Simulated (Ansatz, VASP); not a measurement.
Two plane-wave programs on PbI3

```
CELL_PARAMETERS angstrom
5.26633 0.00000 0.00000
0.00000 5.26633 0.00000
0.00000 0.00000 5.26633
ATOMIC_POSITIONS crystal
Pb 0.00000 0.00000 0.00000
I 0.00000 0.50000 0.50000
I 0.50000 0.00000 0.50000
I 0.50000 0.50000 0.00000
```

Alike in both runs: functional PBE; k mesh 10 × 10 × 10; occupations gaussian, width 0.1 eV; no spin polarisation.

Ansatz relaxed the structure, and its values are those at the end. VASP's run is a single point on that final structure, the one shown.

|  | VASP | Ansatz |
| --- | --- | --- |
| version | VASP 6.6.1 | Ansatz 0.2.0 |
| potentials or method | VASP PAW PBE potentials, release 64 (Pb_d, I), cutoff 520 eV | scalar-relativistic, plane waves, PAW |
| valence electrons in the cell | 35 | 65 |

```tsv
	VASP	Ansatz	Ansatz less VASP
gap on the k mesh at the Fermi level (eV)	none	none	-
pressure (GPa)	0.0	0.0	+0.03
```

A gap of «none» marks a metal or a gap that the smearing closes. VASP's potentials hold 35 valence electrons a cell and Ansatz's 65, so a difference there can come from the potentials and not from the codes.

Neither program's run includes spin-orbit coupling.
